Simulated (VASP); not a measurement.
# RbNa (P6/mmm) in VASP: notebook

The runs below take RbNa through single point, relaxation of cell and atoms, with PBE.

Program: VASP 6.6.1. These are calculated values, not measurements. Logs are shortened: lines on timing, memory, paths and dates and some standing lists are left out, and cuts for length are marked.

## 1. The cell of the first run

The structure is hexagonal, space group P6/mmm (No. 191). The conventional cell has a = 6.325 Å, b = 6.325 Å, c = 5.103 Å, α = 90.00°, β = 90.00°, γ = 120.00°. Rb (site symmetry mmm) has 6 Na at 3.14 to 3.16 Å and 4 Rb at 3.16 Å within 4.1 Å. Within 4.2 Å of Na (site symmetry 6/mmm) lie 6 Rb at 3.16 Å. Within 4.1 Å of Na (site symmetry -6m2) lie 6 Rb at 3.14 Å and 3 Na at 3.65 Å.

## 2. Single point, PBE

INCAR reads:

```
SYSTEM = RbNa
  PREC = Accurate
  ENCUT = 520
  EDIFF = 1E-6
  ISMEAR = 0
  SIGMA = 0.1
  LREAL = .FALSE.
  LASPH = .TRUE.
  NELM = 100
  ALGO = Normal
  ISIF = 2
  LWAVE = .FALSE.
  LCHARG = .FALSE.
  GGA = PE
  NBANDS = 33
```

KPOINTS reads:

```
Automatic mesh
0
G
  3 3 4
  0 0 0
```

POSCAR reads:

```
RbNa
1.0
    6.3250641529      0.0000000000      0.0000000000
   -3.1625320765      5.4776662370      0.0000000000
    0.0000000000      0.0000000000      5.1031767597
Rb Na
3 3
Direct
    0.5000000000      0.0000000000      0.0000000000
    0.5000000000      0.5000000000      0.0000000000
    0.0000000000      0.5000000000      0.0000000000
    0.0000000000      0.0000000000      0.0000000000
    0.3333333333      0.6666666667      0.5000000000
    0.6666666667      0.3333333333      0.5000000000
```

Potentials or basis: VASP PAW PBE potentials, release 64 (Rb_sv, Na_pv).

On the command line:

```sh
cat potpaw_PBE.64/Rb_sv/POTCAR potpaw_PBE.64/Na_pv/POTCAR > POTCAR
mpirun -np 1 vasp_std > vasp.out
```

OUTCAR:

```text
SYSTEM = RbNa
   PREC = Accurate
   ENCUT = 520
   EDIFF = 1E-6
   ISMEAR = 0
   LREAL = .FALSE.
   LASPH = .TRUE.
   NELM = 100
   ISIF = 2
   GGA = PE

 ion  position               nearest neighbor table
   1  0.500  0.000  0.000-   5 3.14   6 3.14   5 3.14   6 3.14   3 3.16   3 3.16   4 3.16   4 3.16
                             2 3.16   2 3.16   2 5.48   2 5.48   3 5.48   3 5.48
   2  0.500  0.500  0.000-   5 3.14   6 3.14   5 3.14   6 3.14   4 3.16   4 3.16   3 3.16   3 3.16
                             1 3.16   1 3.16   1 5.48   1 5.48   3 5.48   3 5.48
   3  0.000  0.500  0.000-   5 3.14   6 3.14   5 3.14   6 3.14   1 3.16   1 3.16   2 3.16   2 3.16
                             4 3.16   4 3.16   2 5.48   2 5.48   1 5.48   1 5.48
   4  0.000  0.000  0.000-   2 3.16   2 3.16   1 3.16   1 3.16   3 3.16   3 3.16
   5  0.333  0.667  0.500-   3 3.14   3 3.14   1 3.14   1 3.14   2 3.14   2 3.14
   6  0.667  0.333  0.500-   3 3.14   3 3.14   1 3.14   1 3.14   2 3.14   2 3.14

  LATTYP: Found a hexagonal cell.
 ALAT       =     6.3250641529
 C/A-ratio  =     0.8068181818

  Lattice vectors:

 A1 = (   6.3250641529,   0.0000000000,   0.0000000000)
 A2 = (  -3.1625320765,   5.4776662370,   0.0000000000)
 A3 = (   0.0000000000,   0.0000000000,   5.1031767597)

Analysis of symmetry for initial positions (statically):
=====================================================================
 Subroutine PRICEL returns:
 Original cell was already a primitive cell.

 Routine SETGRP: Setting up the symmetry group for a
 hexagonal supercell.

 Subroutine GETGRP returns: Found 24 space group operations
 (whereof 24 operations were pure point group operations)
 out of a pool of 24 trial point group operations.

The static configuration has the point symmetry D_6h.

Analysis of symmetry for dynamics (positions and initial velocities):
=====================================================================
 Subroutine PRICEL returns:
 Original cell was already a primitive cell.

 Routine SETGRP: Setting up the symmetry group for a
 hexagonal supercell.

 Subroutine GETGRP returns: Found 24 space group operations
 (whereof 24 operations were pure point group operations)
 out of a pool of 24 trial point group operations.

The dynamic configuration has the point symmetry D_6h.

 Subroutine INISYM returns: Found 24 space group operations
 (whereof 24 operations are pure point group operations),
 and found     1 'primitive' translations

----------------------------------------------------------------------------------------

                                     Primitive cell

  volume of cell :     176.8077

  direct lattice vectors                    reciprocal lattice vectors
     6.325064153  0.000000000  0.000000000     0.158101163  0.091279749  0.000000000
    -3.162532076  5.477666237  0.000000000     0.000000000  0.182559498  0.000000000
     0.000000000  0.000000000  5.103176760     0.000000000  0.000000000  0.195956371

  length of vectors
     6.325064153  6.325064153  5.103176760     0.182559498  0.182559498  0.195956371

  position of ions in fractional coordinates (direct lattice)
     0.500000000  0.000000000  0.000000000
     0.500000000  0.500000000  0.000000000
     0.000000000  0.500000000  0.000000000
     0.000000000  0.000000000  0.000000000
     0.333333333  0.666666667  0.500000000
     0.666666667  0.333333333  0.500000000

  ion indices of the primitive-cell ions
   primitive index   ion index
                 1           1
                 2           2
                 3           3
                 4           4
                 5           5
                 6           6

----------------------------------------------------------------------------------------

 KPOINTS: Automatic mesh

Automatic generation of k-mesh.
 Grid dimensions read from file:
 generate k-points for:    3    3    4

 Generating k-lattice:

  Cartesian coordinates                     Fractional coordinates (reciprocal lattice)
     0.052700388  0.030426583  0.000000000     0.333333333  0.000000000  0.000000000
     0.000000000  0.060853166  0.000000000     0.000000000  0.333333333  0.000000000
     0.000000000  0.000000000  0.048989093     0.000000000  0.000000000  0.250000000

  Length of vectors
     0.060853166  0.060853166  0.048989093

  Shift w.r.t. Gamma in fractional coordinates (k-lattice)
     0.000000000  0.000000000  0.000000000

 Subroutine IBZKPT returns following result:
 ===========================================

 Found      9 irreducible k-points:

 Following reciprocal coordinates:
            Coordinates               Weight
  0.000000  0.000000  0.000000      1.000000
  0.333333  0.000000  0.000000      6.000000
  0.333333  0.333333  0.000000      2.000000
  0.000000  0.000000  0.250000      2.000000
  0.333333  0.000000  0.250000     12.000000
  0.333333  0.333333  0.250000      4.000000
  0.000000  0.000000  0.500000      1.000000
  0.333333  0.000000  0.500000      6.000000
  0.333333  0.333333  0.500000      2.000000
   k-points           NKPTS =      9   k-points in BZ     NKDIM =      9   number of bands    NBANDS=     33
   number of dos      NEDOS =    301   number of ions     NIONS =      6
   total plane-waves  NPLWV =  92160
   dimension x,y,z NGX =    48 NGY =   48 NGZ =   40
   dimension x,y,z NGXF=    96 NGYF=   96 NGZF=   80
   ions per type =               3   3
   NGX,Y,Z   is equivalent  to a cutoff of  12.62, 12.62, 13.03 a.u.
   NGXF,Y,Z  is equivalent  to a cutoff of  25.23, 25.23, 26.06 a.u.
 SYSTEM =  RbNa
   PREC   = accura    normal or accurate (medium, high low for compatibility)
   ISTART =      0    job   : 0-new  1-cont  2-samecut
   ICHARG =      2    charge: 1-file 2-atom 10-const
   ISPIN  =      1    spin polarized calculation?
   LNONCOLLINEAR =      F non collinear calculations
   LSORBIT =      F    spin-orbit coupling
   LASPH  =      T    aspherical Exc in radial PAW
   ENCUT  =  520.0 eV  38.22 Ry    6.18 a.u.  11.76 11.76  9.49*2*pi/ulx,y,z
   NELM   =    100;   NELMIN=  2; NELMDL= -5     # of ELM steps
   EDIFF  = 0.1E-05   stopping-criterion for ELM
   LREAL  =      F    real-space projection
   EDIFFG = 0.1E-04   stopping-criterion for IOM
   NSW    =      0    number of steps for IOM
   IBRION =     -1    ionic relax: 0-MD 1-quasi-New 2-CG
   NFREE  =      0    steps in history (QN), initial steepest desc. (CG)
   ISIF   =      2    stress and relaxation
   ISYM   =      2    0-nonsym 1-usesym 2-fastsym
   POTIM  = 0.5000    time-step for ionic-motion
   TEBEG  =    0.0;   TEEND  =   0.0 temperature during run
   PSTRESS=    0.0 pullay stress
   NELECT =      48.0000    total number of electrons
   NUPDOWN=      -1.0000    fix difference up-down
   EMIN   =  10.00;   EMAX   =-10.00  energy-range for DOS
   EFERMI =   0.00;   METHOD = LEGACY
   ISMEAR =     0;   SIGMA  =   0.10  broadening in eV -4-tet -1-fermi 0-gaus
   EFERMI_NEDOS =   21; number of points for ismear=-14 and -15
   IALGO  =     38    algorithm
   IMIX   =      4    mixing-type and parameters
     AMIX     =   0.40;   BMIX     =  1.00
     AMIX_MAG =   1.60;   BMIX_MAG =  1.00
  volume/ion in A,a.u.               =      29.47       198.86
  Fermi-wavevector in a.u.,A,eV,Ry     =   1.060038  2.003182 15.288610  1.123681
  Thomas-Fermi vector in A             =   2.195405
   LORBIT       =      0    0 simple, 1 ext, 2 COOP (PROOUT), +10 PAW based schemes
   GGA     = PE    functional components
   LHFCALC =     F    Hartree Fock is set to
   AEXX    =    0.0000 exact exchange contribution
   IVDW    =     0    specifies the selected vdW correction
   LEPSILON=     F    determine dielectric tensor
   LRPA    =     F    only Hartree local field effects (RPA)
 non-spin polarized calculation
 Gauss-broadening in eV      SIGMA  =   0.10
  energy-cutoff  :      520.00
  volume of cell :      176.81
 maximum number of plane-waves:      4777
 NGX is ok and might be reduce to    48
   NGX = 23   NGY = 23   NGZ = 19

 number of electron      48.0000017 magnetization

 Free energy of the ion-electron system (eV)
  ---------------------------------------------------
  ext. energy  EPLUGINS =         0.00000000
  ---------------------------------------------------
  free energy    TOTEN  =         0.91240606 eV

  energy without entropy =        0.94403837  energy(sigma->0) =        0.92822221

 E-fermi :   2.8452     XC(G=0):  -8.0945

 val. band max:        2.8215873811   @ k =   0.0000   0.0000   0.2500
 cond. band min:       2.8641683934   @ k =   0.3333   0.0000   0.0000
 fundamental gap:      0.0425810124
 Fermi energy:         2.8451967747

 k-point     1 :       0.0000    0.0000    0.0000
  band No.  band energies     occupation
      1     -27.0518      2.00000
      2     -26.5840      2.00000
      3     -26.5840      2.00000
      4     -22.9026      2.00000
      5     -22.9026      2.00000
      6     -22.7400      2.00000
[... 25 lines left out ...]
     32       5.0000      0.00000
     33       5.0000      0.00000

 k-point     2 :       0.3333    0.0000    0.0000
  band No.  band energies     occupation
      1     -26.9595      2.00000
      2     -26.6895      2.00000
      3     -26.5855      2.00000
      4     -22.9009      2.00000
      5     -22.8981      2.00000
      6     -22.7400      2.00000
[... 25 lines left out ...]
     32       5.5578      0.00000
     33       5.6725      0.00000
[... 214 lines left out ...]
     32       5.9648      0.00000
     33       6.3603      0.00000

 k-point     9 :       0.3333    0.3333    0.5000
  band No.  band energies     occupation
      1     -26.8292      2.00000
      2     -26.8292      2.00000
      3     -26.5834      2.00000
      4     -22.8980      2.00000
      5     -22.8980      2.00000
      6     -22.7404      2.00000
[... 25 lines left out ...]
     32       5.7300      0.00000
     33       6.8433      0.00000

------------------------ aborting loop because EDIFF is reached ----------------------------------------

  FORCE on cell =-STRESS in cart. coord.  units (eV):
  Direction    XX          YY          ZZ          XY          YZ          ZX
  --------------------------------------------------------------------------------------
  -------------------------------------------------------------------------------------
  Total       15.4429769     15.4429769     13.3243234     -0.0000000      0.0000000      0.0000000
  in kB      139.9395557    139.9395558    120.7409630     -0.0000000      0.0000000      0.0000000
  external PRESSURE =     133.5400248 kB  Pullay stress =       0.0000000 kB

 VOLUME and BASIS-vectors are now :
 -----------------------------------------------------------------------------
  energy-cutoff  :      520.00
  volume of cell :      176.81
      direct lattice vectors                 reciprocal lattice vectors
     6.325064153  0.000000000  0.000000000     0.158101163  0.091279749  0.000000000
    -3.162532076  5.477666237  0.000000000     0.000000000  0.182559498  0.000000000
     0.000000000  0.000000000  5.103176760     0.000000000  0.000000000  0.195956371

 POSITION                                       TOTAL-FORCE (eV/Angst)
 -----------------------------------------------------------------------------------
      3.16253      0.00000      0.00000        -0.000000      0.000000      0.000000
      1.58127      2.73883      0.00000        -0.000000      0.000000      0.000000
     -1.58127      2.73883      0.00000        -0.000000      0.000000      0.000000
      0.00000      0.00000      0.00000        -0.000000      0.000000      0.000000
     -0.00000      3.65178      2.55159        -0.000000      0.000000      0.000000
      3.16253      1.82589      2.55159         0.000000      0.000000      0.000000
 -----------------------------------------------------------------------------------
    total drift:                               -0.000000      0.000000      0.000000

  FREE ENERGIE OF THE ION-ELECTRON SYSTEM (eV)
  ---------------------------------------------------
  free  energy   TOTEN  =         0.9124060611 eV

  energy  without entropy=        0.9440383658  energy(sigma->0) =        0.92822221
```

Run time: 49 s. Hardware: 1 thread of Intel Xeon 6975P-C, shared host; peak memory 0.29 GiB.

Results:

* Free energy: 0.9124 eV
* Pressure: 13.4 GPa
* Band gap on the k mesh: zero (band 24 reaches 3.21 eV, above the bottom of band 25 at 2.35 eV)

Stress tensor (GPa, compression positive):
```
13.99  0.00  0.00
 0.00 13.99  0.00
 0.00  0.00 12.07
```

Caveat: the k points lie up to 0.38 Å⁻¹ apart.

## 3. Single point, PBE

This run uses another cell than the first one, of 79.18 Å³/atom, 2.687 times its volume.

INCAR reads:

```
PREC = Accurate ; ENCUT = 520
EDIFF = 1E-6 ; ISMEAR = 0
SIGMA = 0.1 ; LREAL = F
LASPH = T ; NELM = 80
ALGO = Fast ; ISIF = 2
LWAVE = F ; LCHARG = F
GGA = PE ; NBANDS = 33
```

KPOINTS reads:

```
Automatic mesh
0
Gamma
  3 3 4
```

POSCAR: that of step 2 with these lines changed.

```diff
@@ -2,5 +2,5 @@
 1.0
-    6.3250641529      0.0000000000      0.0000000000
-   -3.1625320765      5.4776662370      0.0000000000
-    0.0000000000      0.0000000000      5.1031767597
+    9.0397278092      0.0000000000      0.0000000000
+   -4.5198639046      7.8286339261      0.0000000000
+    0.0000000000      0.0000000000      6.7131680538
 Rb Na
```

Potentials or basis: VASP PAW PBE potentials, release 64 (Rb_sv, Na_pv).

On the command line:

```sh
cat potpaw_PBE.64/Rb_sv/POTCAR potpaw_PBE.64/Na_pv/POTCAR > POTCAR
mpirun -np 1 vasp_std > vasp.out
```

Run time: 4.3 min. Hardware: 1 thread of Intel Xeon 6975P-C, shared host; peak memory 0.58 GiB.

Results (log left out):

| Quantity | Value |
| --- | --- |
| Free energy | -5.5258 eV |
| Pressure | 0.1 GPa |
| Band gap on the k mesh | zero (band 24 reaches -0.31 eV, above the bottom of band 25 at -0.81 eV) |

Stress tensor (GPa, compression positive):
```
 0.16  0.00  0.00
 0.00  0.16  0.00
 0.00  0.00 -0.02
```

Levels at points of the mesh, in eV from the Fermi level:
```csv
k point,band 22,band 23,band 24,band 25,band 26,band 27
"(0.00, 0.00, 0.00)",-1.99,0.05,0.23,0.55,0.55,1.04
"(0.00, 0.00, 0.50)",-1.26,-0.87,0.20,0.52,1.32,1.45
```

(Continued in part 2 of 2.)
